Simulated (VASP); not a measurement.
Here is a VASP 6.6.1 calculation.

INCAR

```
SYSTEM = Si5Ge
PREC     = Accurate       ! precision mode
ENCUT    = 520            ! plane-wave cutoff, eV
EDIFF    = 1E-6           ! SCF threshold, eV
ISMEAR   = 0              ! smearing method
SIGMA    = 0.1            ! smearing width, eV
LREAL    = .FALSE.        ! projectors in reciprocal space
LASPH    = .TRUE.         ! aspherical terms in the spheres
NELM     = 80             ! most SCF steps
ALGO     = Normal         ! electronic algorithm
ISIF     = 2              ! what is computed and relaxed
LWAVE    = .FALSE.        ! write WAVECAR
LCHARG   = .TRUE.         ! write CHGCAR
GGA      = PE             ! functional
LELF     = .TRUE.         ! ELF
LVHAR    = .TRUE.       
NBANDS   = 26             ! bands
```

The input KPOINTS:

```
Automatic mesh
0
G
  10 10 10
  0 0 0
```

POSCAR

```
Si5Ge
1.0
    0.0000000000      3.6288950583      3.6288950583
    3.6288950583      0.0000000000      3.6288950583
    3.6288950583      3.6288950583      0.0000000000
Si Ge
5 1
Direct
    0.2500000000      0.2500000000      0.2500000000
    0.6247997913      0.1256006261      0.6247997913
    0.6247997913      0.6247997913      0.1256006261
    0.6247997913      0.6247997913      0.6247997913
    0.1256006261      0.6247997913      0.6247997913
    0.0000000000      0.0000000000      0.0000000000
```

Potentials or basis: VASP PAW PBE potentials, release 64 (Si, Ge_d).

The run is started by

```bash
$ cat potpaw_PBE.64/Si/POTCAR potpaw_PBE.64/Ge_d/POTCAR > POTCAR
$ mpirun -np 1 vasp_std > vasp.out
```

Question: Estimate the pressure.

Answer: 0.0 GPa.

Question: What does it give for the band gap on the k mesh?

Answer: Zero (band 17 reaches 9.78 eV, above the bottom of band 18 at 6.77 eV).

Forces on the atoms (eV/Å):
```
Si   0.000  0.000  0.000
Si  -0.001  0.001 -0.001
Si  -0.001 -0.001  0.001
Si   0.001  0.001  0.001
Si   0.001 -0.001 -0.001
Ge   0.000  0.000  0.000
```
